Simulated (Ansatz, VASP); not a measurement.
**SiC: VASP beside Ansatz**

Contents of INCAR:

```
SYSTEM = SiC
ALGO     = Normal         ! electronic algorithm
EDIFF    = 1E-6           ! SCF threshold, eV
EDIFFG   = -0.04          ! ionic threshold
ENCUT    = 600            ! plane-wave cutoff, eV
GGA      = PE             ! functional
IBRION   = 2              ! ionic algorithm
ISIF     = 3              ! what is computed and relaxed
ISMEAR   = 0              ! smearing method
LASPH    = .TRUE.         ! aspherical terms in the spheres
LCHARG   = .FALSE.        ! write CHGCAR
LREAL    = .FALSE.        ! projectors in reciprocal space
LWAVE    = .FALSE.        ! write WAVECAR
NELM     = 60             ! most SCF steps
NSW      = 90             ! ionic steps
PREC     = Accurate       ! precision mode
SIGMA    = 0.1            ! smearing width, eV
```

The input KPOINTS:

```
k-points
0
G
  6 6 1
  0 0 0
```

The input POSCAR:

```
SiC
1.0
    1.5389000200     -2.6675000200      0.0000000000
    1.5389000200      2.6675000200      0.0000000000
    0.0000000000      0.0000000000     15.1218996000
Si C
6 6
Direct
    0.6672999900      0.3327000100      0.6419999900
    0.3327000100      0.6672999900      0.1419999900
    0.0007000000      0.9993000000      0.9759000000
    0.9993000000      0.0007000000      0.4759000000
    0.3356999900      0.6643000100      0.8087600000
    0.6643000100      0.3356999900      0.3087600000
    0.9959999900      0.0040000100      0.8497000000
    0.0040000100      0.9959999900      0.3497000000
    0.6600000100      0.3399999900      0.5183000000
    0.3399999900      0.6600000100      0.0183000000
    0.3290000000      0.6710000000      0.6832000000
    0.6710000000      0.3290000000      0.1832000000
```

Input for Ansatz:

```yaml
crystal:
  lattice:
    - [1.53890002, -2.66750002, 0.0]
    - [1.53890002, 2.66750002, 0.0]
    - [0.0, 0.0, 15.1218996]
  atoms:
    - { symbol: Si, position: [0.66729999, 0.33270001, 0.64199999] }
    - { symbol: Si, position: [0.33270001, 0.66729999, 0.14199999] }
    - { symbol: Si, position: [0.0007, 0.9993, 0.9759] }
    - { symbol: Si, position: [0.9993, 0.0007, 0.4759] }
    - { symbol: Si, position: [0.33569999, 0.66430001, 0.80876] }
    - { symbol: Si, position: [0.66430001, 0.33569999, 0.30876] }
    - { symbol: C, position: [0.99599999, 0.00400001, 0.8497] }
    - { symbol: C, position: [0.00400001, 0.99599999, 0.3497] }
    - { symbol: C, position: [0.66000001, 0.33999999, 0.5183] }
    - { symbol: C, position: [0.33999999, 0.66000001, 0.0183] }
    - { symbol: C, position: [0.329, 0.671, 0.6832] }
    - { symbol: C, position: [0.671, 0.329, 0.1832] }
basis:
  ecutwfc: 420
kpoints:
  mp_grid: { grid: [6, 6, 1] }
hamiltonian:
  xc: pbe
scf:
  occupations: { method: gaussian, width: 0.1 }
  lower_state_search: "off"
output:
  forces: true
  stress: true
  eigenvalues: true
relax:
  adjacent_minimum: "off"
  f_tol: 0.04
  max_steps: 70
  cell: { stress_tol: 0.4 }
```

Alike in both runs: task relaxation of cell and atoms; functional PBE; k mesh 6 × 6 × 1; occupations gaussian, width 0.1 eV; no spin polarisation.

|  | VASP | Ansatz |
| --- | --- | --- |
| version | VASP 6.6.1 | Ansatz 0.2.0 |
| potentials or method | VASP PAW PBE potentials, release 64 (Si, C), cutoff 600 eV | scalar-relativistic, plane waves, PAW |
| valence electrons in the cell | 48 | 48 |

```tsv
	VASP	Ansatz	Ansatz less VASP
gap on the k mesh at the Fermi level, each at its own relaxed structure (eV)	2.01	2.03	+0.015
relaxed volume (Å³/atom)	10.49	10.50	+0.008
relaxed length of the cell vector where the two differ most in proportion (Å)	15.177	15.182	+0.0054
```
